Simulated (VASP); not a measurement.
# Ca (P6_3/mmc) in VASP: notebook

The runs below take Ca through single point, with LDA.

Program: VASP 6.6.1. These are calculated values, not measurements. Logs are shortened: lines on timing, memory, paths and dates and some standing lists are left out, and cuts for length are marked.

### 1 The cell of the first run

The structure is hexagonal, space group P6_3/mmc (No. 194). Conventional cell: a = 3.980 Å, b = 3.980 Å, c = 6.716 Å, α = 90.00°, β = 90.00°, γ = 120.00°. Within 5.2 Å of Ca (site symmetry -6m2) lie 12 Ca at 3.98 to 4.07 Å.

### 2 Single point, LDA (strain +0.000 along x and y, +0.030 along z)

The input, INCAR:

```
ALGO     = Normal         # electronic algorithm
EDIFF    = 1E-6           # SCF threshold, eV
ENCUT    = 520            # plane-wave cutoff, eV
ISIF     = 2              # what is computed and relaxed
ISMEAR   = 0              # smearing method
LASPH    = T              # aspherical terms in the spheres
LCHARG   = F              # write CHGCAR
LREAL    = F              # projectors in reciprocal space
LWAVE    = F              # write WAVECAR
NBANDS   = 17             # bands
NELM     = 100            # most SCF steps
PREC     = Accurate       # precision mode
SIGMA    = 0.15           # smearing width, eV
```

The input, KPOINTS:

```
k-points
0
Gamma
  15 15 8
```

The input, POSCAR:

```
Ca
1.0
    3.9799995206      0.0000000000      0.0000000000
   -1.9899997603      3.4467806919      0.0000000000
    0.0000000000      0.0000000000      6.7156000000
Ca
2
Direct
    0.3333333333      0.6666666667      0.2500000000
    0.6666666667      0.3333333333      0.7500000000
```

Potentials or basis: VASP PAW LDA potentials, release 64 (Ca_sv).

Started as:

```
$ cat potpaw_LDA.64/Ca_sv/POTCAR > POTCAR
$ mpirun -np 1 vasp_std > vasp.out
```

OUTCAR:

```text
EDIFF = 1E-6
   ENCUT = 520
   ISIF = 2
   ISMEAR = 0
   LASPH = T
   LREAL = F
   NELM = 100
   PREC = Accurate

 ion  position               nearest neighbor table
   1  0.333  0.667  0.250-
   2  0.667  0.333  0.750-

  LATTYP: Found a hexagonal cell.
 ALAT       =     3.9799995206
 C/A-ratio  =     1.6873368867

  Lattice vectors:

 A1 = (   3.9799995206,   0.0000000000,   0.0000000000)
 A2 = (  -1.9899997603,   3.4467806919,   0.0000000000)
 A3 = (   0.0000000000,   0.0000000000,   6.7156000000)

Analysis of symmetry for initial positions (statically):
=====================================================================
 Subroutine PRICEL returns:
 Original cell was already a primitive cell.

 Routine SETGRP: Setting up the symmetry group for a
 hexagonal supercell.

 Subroutine GETGRP returns: Found 24 space group operations
 (whereof 12 operations were pure point group operations)
 out of a pool of 24 trial point group operations.

The static configuration has the point symmetry D_3d.
 The point group associated with its full space group is D_6h.

Analysis of symmetry for dynamics (positions and initial velocities):
=====================================================================
 Subroutine PRICEL returns:
 Original cell was already a primitive cell.

 Routine SETGRP: Setting up the symmetry group for a
 hexagonal supercell.

 Subroutine GETGRP returns: Found 24 space group operations
 (whereof 12 operations were pure point group operations)
 out of a pool of 24 trial point group operations.

The dynamic configuration has the point symmetry D_3d.
 The point group associated with its full space group is D_6h.

 Subroutine INISYM returns: Found 24 space group operations
 (whereof 12 operations are pure point group operations),
 and found     1 'primitive' translations

----------------------------------------------------------------------------------------

                                     Primitive cell

  volume of cell :      92.1258

  direct lattice vectors                    reciprocal lattice vectors
     3.979999521  0.000000000  0.000000000     0.251256312  0.145062899  0.000000000
    -1.989999760  3.446780692  0.000000000     0.000000000  0.290125798  0.000000000
     0.000000000  0.000000000  6.715600000     0.000000000  0.000000000  0.148907022

  length of vectors
     3.979999521  3.979999521  6.715600000     0.290125798  0.290125798  0.148907022

  position of ions in fractional coordinates (direct lattice)
     0.333333333  0.666666667  0.250000000
     0.666666667  0.333333333  0.750000000

  ion indices of the primitive-cell ions
   primitive index   ion index
                 1           1
                 2           2

----------------------------------------------------------------------------------------

 KPOINTS: k-points

Automatic generation of k-mesh.
 Grid dimensions read from file:
 generate k-points for:   15   15    8

 Generating k-lattice:

  Cartesian coordinates                     Fractional coordinates (reciprocal lattice)
     0.016750421  0.009670860  0.000000000     0.066666667 -0.000000000  0.000000000
     0.000000000  0.019341720  0.000000000     0.000000000  0.066666667  0.000000000
     0.000000000  0.000000000  0.018613378     0.000000000  0.000000000  0.125000000

  Length of vectors
     0.019341720  0.019341720  0.018613378

  Shift w.r.t. Gamma in fractional coordinates (k-lattice)
     0.000000000  0.000000000  0.000000000

 Subroutine IBZKPT returns following result:
 ===========================================

 Found    135 irreducible k-points:

 Following reciprocal coordinates:
            Coordinates               Weight
  0.000000  0.000000  0.000000      1.000000
  0.066667  0.000000  0.000000      6.000000
  0.133333  0.000000  0.000000      6.000000
  0.200000  0.000000  0.000000      6.000000
  0.266667  0.000000  0.000000      6.000000
  0.333333  0.000000  0.000000      6.000000
[... 16 lines left out ...]
  0.333333  0.200000  0.000000     12.000000
  0.400000  0.200000  0.000000      6.000000
 [... further k-points ...]
   k-points           NKPTS =    135   k-points in BZ     NKDIM =    135   number of bands    NBANDS=     17
   number of dos      NEDOS =    301   number of ions     NIONS =      2
   total plane-waves  NPLWV =  45000
   dimension x,y,z NGX =    30 NGY =   30 NGZ =   50
   dimension x,y,z NGXF=    60 NGYF=   60 NGZF=  100
   ions per type =               2
   NGX,Y,Z   is equivalent  to a cutoff of  12.53, 12.53, 12.38 a.u.
   NGXF,Y,Z  is equivalent  to a cutoff of  25.06, 25.06, 24.76 a.u.
 SYSTEM =  unknown system
   PREC   = accura    normal or accurate (medium, high low for compatibility)
   ISTART =      0    job   : 0-new  1-cont  2-samecut
   ICHARG =      2    charge: 1-file 2-atom 10-const
   ISPIN  =      1    spin polarized calculation?
   LNONCOLLINEAR =      F non collinear calculations
   LSORBIT =      F    spin-orbit coupling
   LASPH  =      T    aspherical Exc in radial PAW
   ENCUT  =  520.0 eV  38.22 Ry    6.18 a.u.   7.40  7.40 12.49*2*pi/ulx,y,z
   NELM   =    100;   NELMIN=  2; NELMDL= -5     # of ELM steps
   EDIFF  = 0.1E-05   stopping-criterion for ELM
   LREAL  =      F    real-space projection
   EDIFFG = 0.1E-04   stopping-criterion for IOM
   NSW    =      0    number of steps for IOM
   IBRION =     -1    ionic relax: 0-MD 1-quasi-New 2-CG
   NFREE  =      0    steps in history (QN), initial steepest desc. (CG)
   ISIF   =      2    stress and relaxation
   ISYM   =      2    0-nonsym 1-usesym 2-fastsym
   POTIM  = 0.5000    time-step for ionic-motion
   TEBEG  =    0.0;   TEEND  =   0.0 temperature during run
   PSTRESS=    0.0 pullay stress
   NELECT =      20.0000    total number of electrons
   NUPDOWN=      -1.0000    fix difference up-down
   EMIN   =  10.00;   EMAX   =-10.00  energy-range for DOS
   EFERMI =   0.00;   METHOD = LEGACY
   ISMEAR =     0;   SIGMA  =   0.15  broadening in eV -4-tet -1-fermi 0-gaus
   EFERMI_NEDOS =   21; number of points for ismear=-14 and -15
   IALGO  =     38    algorithm
   IMIX   =      4    mixing-type and parameters
     AMIX     =   0.40;   BMIX     =  1.00
     AMIX_MAG =   1.60;   BMIX_MAG =  1.00
  volume/ion in A,a.u.               =      46.06       310.85
  Fermi-wavevector in a.u.,A,eV,Ry     =   0.983915  1.859330 13.171652  0.968089
  Thomas-Fermi vector in A             =   2.115109
   LORBIT       =      0    0 simple, 1 ext, 2 COOP (PROOUT), +10 PAW based schemes
   GGA     = CA    functional components
   LHFCALC =     F    Hartree Fock is set to
   AEXX    =    0.0000 exact exchange contribution
   IVDW    =     0    specifies the selected vdW correction
   LEPSILON=     F    determine dielectric tensor
   LRPA    =     F    only Hartree local field effects (RPA)
 non-spin polarized calculation
 Gauss-broadening in eV      SIGMA  =   0.15
  energy-cutoff  :      520.00
  volume of cell :       92.13
 maximum number of plane-waves:      2515
 NGX is ok and might be reduce to    30
   NGX = 15   NGY = 15   NGZ = 25

 number of electron      20.0000002 magnetization

 Free energy of the ion-electron system (eV)
  ---------------------------------------------------
  ext. energy  EPLUGINS =         0.00000000
  ---------------------------------------------------
  free energy    TOTEN  =        -4.26758990 eV

  energy without entropy =       -4.24028269  energy(sigma->0) =       -4.25393630

 E-fermi :   1.4988     XC(G=0):  -7.6847

 val. band max:        1.4975044000   @ k =   0.2667   0.2000   0.1250
 cond. band min:       1.5012190009   @ k =   0.2667   0.2667   0.2500
 fundamental gap:      0.0037146010
 Fermi energy:         1.4988110892

 k-point     1 :       0.0000    0.0000    0.0000
  band No.  band energies     occupation
      1     -40.3104      2.00000
      2     -40.3023      2.00000
      3     -21.6210      2.00000
      4     -21.5413      2.00000
      5     -21.5413      2.00000
      6     -21.5292      2.00000
[... 9 lines left out ...]
     16       3.8048      0.00000
     17       4.2444      0.00000

 k-point     2 :       0.0667    0.0000    0.0000
  band No.  band energies     occupation
      1     -40.3100      2.00000
      2     -40.3020      2.00000
      3     -21.6196      2.00000
      4     -21.5451      2.00000
      5     -21.5424      2.00000
      6     -21.5331      2.00000
[... 9 lines left out ...]
     16       3.8507      0.00000
     17       4.1696      0.00000

 k-point     3 :       0.1333    0.0000    0.0000
  band No.  band energies     occupation
      1     -40.3089      2.00000
      2     -40.3014      2.00000
      3     -21.6154      2.00000
      4     -21.5559      2.00000
      5     -21.5456      2.00000
      6     -21.5441      2.00000
[... 9 lines left out ...]
     16       3.9772      0.00000
     17       4.0119      0.00000

 k-point     4 :       0.2000    0.0000    0.0000
  band No.  band energies     occupation
      1     -40.3072      2.00000
      2     -40.3004      2.00000
      3     -21.6089      2.00000
      4     -21.5719      2.00000
      5     -21.5602      2.00000
      6     -21.5503      2.00000
[... 9 lines left out ...]
     16       3.9507      0.00000
     17       3.9703      0.00000
[... 343 lines left out ...]
      1     -40.3010      2.00000
      2     -40.2977      2.00000
      3     -21.6106      2.00000
      4     -21.6044      2.00000
      5     -21.5815      2.00000
      6     -21.5737      2.00000
[... 9 lines left out ...]
     16       4.3585      0.00000
     17       4.8002      0.00000

 k-point    23 :       0.3333    0.2000    0.0000
  band No.  band energies     occupation
      1     -40.2997      2.00000
      2     -40.2975      2.00000
      3     -21.6178      2.00000
      4     -21.6067      2.00000
      5     -21.5810      2.00000
      6     -21.5742      2.00000
[... 9 lines left out ...]
     16       4.5507      0.00000
     17       4.9031      0.00000

 k-point    24 :       0.4000    0.2000    0.0000
  band No.  band energies     occupation
      1     -40.2992      2.00000
      2     -40.2975      2.00000
      3     -21.6204      2.00000
      4     -21.6072      2.00000
      5     -21.5840      2.00000
      6     -21.5707      2.00000
[... 9 lines left out ...]
     16       4.6749      0.00000
     17       4.9247      0.00000

 [... further k-points ...]
[... 5 lines left out ...]
  --------------------------------------------------------------------------------------
  -------------------------------------------------------------------------------------
  Total       -1.4037752     -1.4037752     -1.7722726      0.0000000      0.0000000      0.0000000
  in kB      -24.4133088    -24.4133088    -30.8219141      0.0000000      0.0000000      0.0000000
  external PRESSURE =     -26.5495106 kB  Pullay stress =       0.0000000 kB

 VOLUME and BASIS-vectors are now :
 -----------------------------------------------------------------------------
  energy-cutoff  :      520.00
  volume of cell :       92.13
      direct lattice vectors                 reciprocal lattice vectors
     3.979999521  0.000000000  0.000000000     0.251256312  0.145062899  0.000000000
    -1.989999760  3.446780692  0.000000000     0.000000000  0.290125798  0.000000000
     0.000000000  0.000000000  6.715600000     0.000000000  0.000000000  0.148907022

 POSITION                                       TOTAL-FORCE (eV/Angst)
 -----------------------------------------------------------------------------------
     -0.00000      2.29785      1.67890         0.000000      0.000000      0.000000
      1.99000      1.14893      5.03670        -0.000000     -0.000000     -0.000000
 -----------------------------------------------------------------------------------
    total drift:                               -0.000000      0.000000     -0.000000

  FREE ENERGIE OF THE ION-ELECTRON SYSTEM (eV)
  ---------------------------------------------------
  free  energy   TOTEN  =        -4.2675899029 eV

  energy  without entropy=       -4.2402826897  energy(sigma->0) =       -4.25393630
```

It took 67 s on 1 thread of Intel Xeon 6975P-C (Granite Rapids), shared host; peak memory 0.29 GiB.

What came out:

```yaml
Free_energy: -4.2676 eV
Pressure: -2.7 GPa
Band_gap_on_the_k_mesh: zero (band 10 reaches 1.72 eV, above the bottom of band 11 at 1.19 eV)
```

Stress tensor (GPa, compression positive):
```
-2.44  0.00  0.00
 0.00 -2.44  0.00
 0.00  0.00 -3.08
```

Levels at points of the mesh, in eV from the Fermi level:
```
           k point  band 8  band 9  band 10  band 11  band 12  band 13
(0.00, 0.00, 0.00)  -23.03   -3.91    -1.17    -0.31     1.91     2.07
(0.00, 0.00, 0.50)  -23.03   -3.00    -3.00     1.16     1.16     2.07
```

Caveat: the cell differs from its parent crystal (strain +0.000 along x and y, +0.030 along z).

### 3 Single point, LDA (strain +0.030 along x and y, +0.000 along z)

The input, INCAR:

```
PREC = Accurate
ENCUT = 520
EDIFF = 1E-6
ISMEAR = 0
SIGMA = 0.15
LREAL = F
LASPH = T
NELM = 100
ALGO = Normal
ISIF = 2
LWAVE = F
LCHARG = T
GGA = CA
LELF = T
LVHAR = T
NBANDS = 17
```

The input, KPOINTS:

```
Automatic mesh
0
Gamma
  15 15 8
```

The input, POSCAR:

```
Ca
1.0
    4.0993995062      0.0000000000      0.0000000000
   -2.0496997531      3.5501841127      0.0000000000
    0.0000000000      0.0000000000      6.5200000000
Ca
2
Direct
    0.3333333333      0.6666666667      0.2500000000
    0.6666666667      0.3333333333      0.7500000000
```

Potentials or basis: VASP PAW LDA potentials, release 64 (Ca_sv).

Started as:

```
$ cat potpaw_LDA.64/Ca_sv/POTCAR > POTCAR
$ mpirun -np 1 vasp_std > vasp.out
```

OUTCAR:

```text
PREC = Accurate
   ENCUT = 520
   EDIFF = 1E-6
   ISMEAR = 0
   LREAL = F
   LASPH = T
   NELM = 100
   ISIF = 2
   GGA = CA

 ion  position               nearest neighbor table
   1  0.333  0.667  0.250-
   2  0.667  0.333  0.750-

  LATTYP: Found a hexagonal cell.
 ALAT       =     4.0993995062
 C/A-ratio  =     1.5904768467

  Lattice vectors:

 A1 = (   4.0993995062,   0.0000000000,   0.0000000000)
[... 665 lines left out ...]

 [... further k-points ...]

------------------------ aborting loop because EDIFF is reached ----------------------------------------

  FORCE on cell =-STRESS in cart. coord.  units (eV):
  Direction    XX          YY          ZZ          XY          YZ          ZX
  --------------------------------------------------------------------------------------
  -------------------------------------------------------------------------------------
  Total       -1.8309215     -1.8309215     -1.4833843      0.0000000     -0.0000000      0.0000000
  in kB      -30.9144539    -30.9144539    -25.0464126      0.0000000     -0.0000000      0.0000000
  external PRESSURE =     -28.9584401 kB  Pullay stress =       0.0000000 kB

 VOLUME and BASIS-vectors are now :
 -----------------------------------------------------------------------------
  energy-cutoff  :      520.00
  volume of cell :       94.89
      direct lattice vectors                 reciprocal lattice vectors
     4.099399506  0.000000000  0.000000000     0.243938167  0.140837766  0.000000000
    -2.049699753  3.550184113  0.000000000     0.000000000  0.281675532  0.000000000
     0.000000000  0.000000000  6.520000000     0.000000000  0.000000000  0.153374233

 POSITION                                       TOTAL-FORCE (eV/Angst)
 -----------------------------------------------------------------------------------
     -0.00000      2.36679      1.63000         0.000000      0.000000      0.000000
      2.04970      1.18339      4.89000        -0.000000     -0.000000     -0.000000
 -----------------------------------------------------------------------------------
    total drift:                               -0.000000      0.000000     -0.000000

  FREE ENERGIE OF THE ION-ELECTRON SYSTEM (eV)
  ---------------------------------------------------
  free  energy   TOTEN  =        -4.2198082464 eV

  energy  without entropy=       -4.1899941402  energy(sigma->0) =       -4.20490119
```

stdout:

```text
POSCAR found type information on POSCAR Ca
 POSCAR found :  1 types and       2 ions
 scaLAPACK will be used
 LDA part: xc-table for (Slater(with rela. corr.)+CA(PZ))
 , standard interpolation
 POSCAR, INCAR and KPOINTS ok, starting setup
 FFT: planning ... GRIDC
 FFT: planning ... GRID_SOFT
 FFT: planning ... GRID
 WAVECAR not read
 entering main loop
```

It took 66 s on 1 thread of Intel Xeon 6975P-C (Granite Rapids), shared host; peak memory 0.3 GiB.

Results:

* Free energy: -4.2198 eV
* Pressure: -2.9 GPa
* Band gap on the k mesh: zero (band 10 reaches 1.62 eV, above the bottom of band 11 at 1.19 eV)

Caveat: the cell differs from its parent crystal (strain +0.030 along x and y, +0.000 along z).

(Continued in part 2 of 2.)
